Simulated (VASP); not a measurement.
# Ge (Fd-3m) in VASP: phonons with r2SCAN

Aim: the phonons of Ge with r2SCAN.

Program: VASP 6.6.1. These are calculated values, not measurements. Logs are shortened: lines on timing, memory, paths and dates and some standing lists are left out, and cuts for length are marked.

## 1. The cell of the first run

Symmetry: Fd-3m, No. 227, cubic system. The conventional cell has a = 5.676 Å, b = 5.676 Å, c = 5.676 Å, α = 90.00°, β = 90.00°, γ = 90.00°. Ge (site symmetry -43m) has 4 Ge at 2.46 Å within 3.2 Å.

## 2. Phonons, r2SCAN

INCAR

```
PREC = Accurate
ENCUT = 520
EDIFF = 1E-8
ISMEAR = 0
SIGMA = 0.01
LREAL = F
LASPH = T
NELM = 80
ALGO = Normal
ISIF = 2
LWAVE = F
LCHARG = T
METAGGA = R2SCAN
LMIXTAU = T
IBRION = 6
NFREE = 2
POTIM = 0.015
NSW = 1
```

KPOINTS

```
Automatic mesh
0
Gamma
  12 12 12
```

POSCAR

```
Ge
1.0
    2.8377577931      2.8377577931      0.0000000000
   -2.8377577931      2.8377577931      0.0000000000
    0.0000000000      2.8377577931      2.8377577931
Ge
2
Direct
    0.5000000000      0.5000000000      0.0000000000
    0.7500000000      0.2500000000      0.5000000000
```

Potentials or basis: VASP PAW PBE potentials, release 64 (Ge_d).

Started as:

```sh
$ cat potpaw_PBE.64/Ge_d/POTCAR > POTCAR
$ mpirun -np 1 vasp_std > vasp.out
```

OUTCAR:

```text
PREC = Accurate
   ENCUT = 520
   EDIFF = 1E-8
   ISMEAR = 0
   LREAL = F
   LASPH = T
   NELM = 80
   ISIF = 2
   METAGGA = R2SCAN
   IBRION = 6
   NFREE = 2
   POTIM = 0.015
   NSW = 1

 ion  position               nearest neighbor table
   1  0.500  0.500  0.000-   2 2.46   2 2.46   2 2.46   2 2.46
   2  0.750  0.250  0.500-   1 2.46   1 2.46   1 2.46   1 2.46

  LATTYP: Found a face centered cubic cell.
 ALAT       =     5.6755155862

  Lattice vectors:

 A1 = (   0.0000000000,   2.8377577931,   2.8377577931)
 A2 = (   2.8377577931,   0.0000000000,   2.8377577931)
 A3 = (   2.8377577931,   2.8377577931,   0.0000000000)

Analysis of symmetry for initial positions (statically):
=====================================================================
 Subroutine PRICEL returns:
 Original cell was already a primitive cell.

 Routine SETGRP: Setting up the symmetry group for a
 face centered cubic supercell.

 Subroutine GETGRP returns: Found 48 space group operations
 (whereof 24 operations were pure point group operations)
 out of a pool of 48 trial point group operations.

The static configuration has the point symmetry T_d .
 The point group associated with its full space group is O_h .

Analysis of symmetry for dynamics (positions and initial velocities):
=====================================================================
 Subroutine PRICEL returns:
 Original cell was already a primitive cell.

 Routine SETGRP: Setting up the symmetry group for a
 face centered cubic supercell.

 Subroutine GETGRP returns: Found 48 space group operations
 (whereof 24 operations were pure point group operations)
 out of a pool of 48 trial point group operations.

The dynamic configuration has the point symmetry T_d .
 The point group associated with its full space group is O_h .

 Subroutine INISYM returns: Found 48 space group operations
 (whereof 24 operations are pure point group operations),
 and found     1 'primitive' translations

----------------------------------------------------------------------------------------

                                     Primitive cell

  volume of cell :      45.7042

  direct lattice vectors                    reciprocal lattice vectors
     2.837757793  2.837757793  0.000000000     0.176195446  0.176195446 -0.176195446
    -2.837757793  2.837757793  0.000000000    -0.176195446  0.176195446 -0.176195446
     0.000000000  2.837757793  2.837757793     0.000000000  0.000000000  0.352390892

  length of vectors
     4.013195558  4.013195558  4.013195558     0.305179465  0.305179465  0.352390892

  position of ions in fractional coordinates (direct lattice)
     0.500000000  0.500000000  0.000000000
     0.750000000  0.250000000  0.500000000

  ion indices of the primitive-cell ions
   primitive index   ion index
                 1           1
                 2           2

----------------------------------------------------------------------------------------

 KPOINTS: Automatic mesh

Automatic generation of k-mesh.
 Grid dimensions read from file:
 generate k-points for:   12   12   12

 Generating k-lattice:

  Cartesian coordinates                     Fractional coordinates (reciprocal lattice)
     0.014682954  0.014682954 -0.014682954     0.083333333  0.000000000  0.000000000
    -0.014682954  0.014682954 -0.014682954     0.000000000  0.083333333  0.000000000
     0.000000000  0.000000000  0.029365908     0.000000000  0.000000000  0.083333333

  Length of vectors
     0.025431622  0.025431622  0.029365908

  Shift w.r.t. Gamma in fractional coordinates (k-lattice)
     0.000000000  0.000000000  0.000000000

[... 45 lines left out ...]
   LNONCOLLINEAR =      F non collinear calculations
   LSORBIT =      F    spin-orbit coupling
   LASPH  =      T    aspherical Exc in radial PAW
   ENCUT  =  520.0 eV  38.22 Ry    6.18 a.u.   7.46  7.46  7.46*2*pi/ulx,y,z
   NELM   =     80;   NELMIN=  2; NELMDL= -5     # of ELM steps
   EDIFF  = 0.1E-07   stopping-criterion for ELM
   LREAL  =      F    real-space projection
   EDIFFG = 0.1E-06   stopping-criterion for IOM
   NSW    =     61    number of steps for IOM
   IBRION =      6    ionic relax: 0-MD 1-quasi-New 2-CG
   NFREE  =      2    steps in history (QN), initial steepest desc. (CG)
   ISIF   =      2    stress and relaxation
   ISYM   =      2    0-nonsym 1-usesym 2-fastsym
   POTIM  = 0.0150    time-step for ionic-motion
   TEBEG  =    0.0;   TEEND  =   0.0 temperature during run
   PSTRESS=    0.0 pullay stress
   NELECT =      28.0000    total number of electrons
   NUPDOWN=      -1.0000    fix difference up-down
   EMIN   =  10.00;   EMAX   =-10.00  energy-range for DOS
   EFERMI =   0.00;   METHOD = LEGACY
   ISMEAR =     0;   SIGMA  =   0.01  broadening in eV -4-tet -1-fermi 0-gaus
   EFERMI_NEDOS =   21; number of points for ismear=-14 and -15
   IALGO  =     38    algorithm
   IMIX   =      4    mixing-type and parameters
     AMIX     =   0.40;   BMIX     =  1.00
     AMIX_MAG =   1.60;   BMIX_MAG =  1.00
  volume/ion in A,a.u.               =      22.85       154.21
  Fermi-wavevector in a.u.,A,eV,Ry     =   1.390408  2.627490 26.303242  1.933234
  Thomas-Fermi vector in A             =   2.514346
   LORBIT       =      0    0 simple, 1 ext, 2 COOP (PROOUT), +10 PAW based schemes
   METAGGA = R2SCAN    functional components
   LHFCALC =     F    Hartree Fock is set to
   AEXX    =    0.0000 exact exchange contribution
   IVDW    =     0    specifies the selected vdW correction
   LEPSILON=     F    determine dielectric tensor
   LRPA    =     F    only Hartree local field effects (RPA)
 finite differences with symmetry
 non-spin polarized calculation
 Gauss-broadening in eV      SIGMA  =   0.01
  energy-cutoff  :      520.00
  volume of cell :       45.70
 maximum number of plane-waves:      1248
 NGX is ok and might be reduce to    30
   NGX = 15   NGY = 15   NGZ = 15

--------------------------------------- Ionic step        1  -------------------------------------------

 number of electron      28.0000014 magnetization

 Free energy of the ion-electron system (eV)
  ---------------------------------------------------
  ext. energy  EPLUGINS =         0.00000000
  ---------------------------------------------------
  free energy    TOTEN  =       -27.74440791 eV

  energy without entropy =      -27.74440791  energy(sigma->0) =      -27.74440791

------------------------ aborting loop because EDIFF is reached ----------------------------------------

  FORCE on cell =-STRESS in cart. coord.  units (eV):
  Direction    XX          YY          ZZ          XY          YZ          ZX
  --------------------------------------------------------------------------------------
  -------------------------------------------------------------------------------------
  Total        0.0032551      0.0032551      0.0032551      0.0000000      0.0000000     -0.0000000
  in kB        0.1141070      0.1141070      0.1141070      0.0000000      0.0000000     -0.0000000
  external PRESSURE =       0.1141070 kB  Pullay stress =       0.0000000 kB
[... 59 lines left out ...]
--------------------------------------- Ionic step        3  -------------------------------------------

 number of electron      28.0000013 magnetization

 Free energy of the ion-electron system (eV)
  ---------------------------------------------------
  ext. energy  EPLUGINS =         0.00000000
  ---------------------------------------------------
  free energy    TOTEN  =       -27.74310009 eV

  energy without entropy =      -27.74310009  energy(sigma->0) =      -27.74310009

 E-fermi :   4.9396     XC(G=0): -10.7708

 val. band max:        4.7827407790   @ k =   0.0000   0.0000   0.0000
 cond. band min:       5.0225156719   @ k =   0.0000   0.0000   0.0000
 fundamental gap:      0.2397748929
 Fermi energy:         4.9395939409

 k-point     1 :       0.0000    0.0000    0.0000
  band No.  band energies     occupation
      1     -20.7762      2.00000
      2     -20.7729      2.00000
      3     -20.7693      2.00000
      4     -20.7342      2.00000
      5     -20.7341      2.00000
      6     -20.5234      2.00000
[... 481 lines left out ...]
      5     -20.6654      2.00000
      6     -20.5987      2.00000
[... 10 lines left out ...]
     17      10.1854      0.00000
     18      10.3612      0.00000

 [... further k-points ...]
[... 5 lines left out ...]
  --------------------------------------------------------------------------------------
  -------------------------------------------------------------------------------------
  Total        0.0095094      0.0094979      0.0094979      0.0000000     -0.1251886      0.0000000
  in kB        0.3333544      0.3329541      0.3329541      0.0000000     -4.3885341      0.0000000
  external PRESSURE =       0.3330875 kB  Pullay stress =       0.0000000 kB
[... 17 lines left out ...]
  FREE ENERGIE OF THE ION-ELECTRON SYSTEM (eV)
  ---------------------------------------------------
  free  energy   TOTEN  =       -27.7431000900 eV

  energy  without entropy=      -27.7431000900  energy(sigma->0) =      -27.74310009

 INTERNAL STRAIN TENSORS FROM DISPLACED ATOMS
 ============================================

 INTERNAL STRAIN TENSOR FOR ION    1 for displacements in x,y,z  (eV/Angst):
          X           Y           Z          XY          YZ          ZX
  --------------------------------------------------------------------------------
  x     0.00000     0.00000     0.00000     0.00000     8.32837     0.00000
  y     0.00000     0.00000     0.00000     0.00000     0.00000     8.32837
  z     0.00000     0.00000     0.00000     8.32837     0.00000     0.00000

 INTERNAL STRAIN TENSOR FOR ION    2 for displacements in x,y,z  (eV/Angst):
          X           Y           Z          XY          YZ          ZX
  --------------------------------------------------------------------------------
  x     0.00000     0.00000     0.00000     0.00000    -8.32837     0.00000
  y     0.00000     0.00000     0.00000     0.00000     0.00000    -8.32837
  z     0.00000     0.00000     0.00000    -8.32837     0.00000     0.00000

 Eigenvectors and eigenvalues of the dynamical matrix
 ----------------------------------------------------

   1 f  =    8.862180 THz    55.682719 2PiTHz  295.610503 cm-1    36.651015 meV
             X         Y         Z           dx          dy          dz
      0.000000  2.837758  0.000000     0.000000   -0.707107    0.000000
      1.418879  4.256637  1.418879     0.000000    0.707107    0.000000
[... 21 lines left out ...]
   6 f  =    0.000000 THz     0.000000 2PiTHz    0.000000 cm-1     0.000000 meV
             X         Y         Z           dx          dy          dz
      0.000000  2.837758  0.000000     0.000000    0.000000    0.707107
      1.418879  4.256637  1.418879     0.000000    0.000000    0.707107

 ELASTIC MODULI CONTR FROM IONIC RELAXATION (kBar)
 Direction    XX          YY          ZZ          XY          YZ          ZX
 --------------------------------------------------------------------------------
 XX           0.0000      0.0000      0.0000      0.0000      0.0000      0.0000
 YY           0.0000      0.0000      0.0000      0.0000      0.0000      0.0000
 ZZ           0.0000      0.0000      0.0000      0.0000      0.0000      0.0000
 XY           0.0000      0.0000      0.0000   -208.4149      0.0000      0.0000
 YZ           0.0000      0.0000      0.0000      0.0000   -208.4149      0.0000
 ZX           0.0000      0.0000      0.0000      0.0000      0.0000   -208.4149
 --------------------------------------------------------------------------------
```

Wall time 43 min (1 thread of Intel Xeon Platinum 8259CL at 2.50GHz (Skylake/Cascade Lake), shared host); peak memory 0.42 GiB.

What came out:

- Highest phonon frequency at Γ: 296 cm⁻¹

Phonon frequencies in cm⁻¹ (negative: imaginary):
```
              q point        frequencies
(0.000, 0.000, 0.000)  0 0 0 296 296 296
```

Caveat: the PAW data sets were made with another functional, which shifts forces and pressure a little.
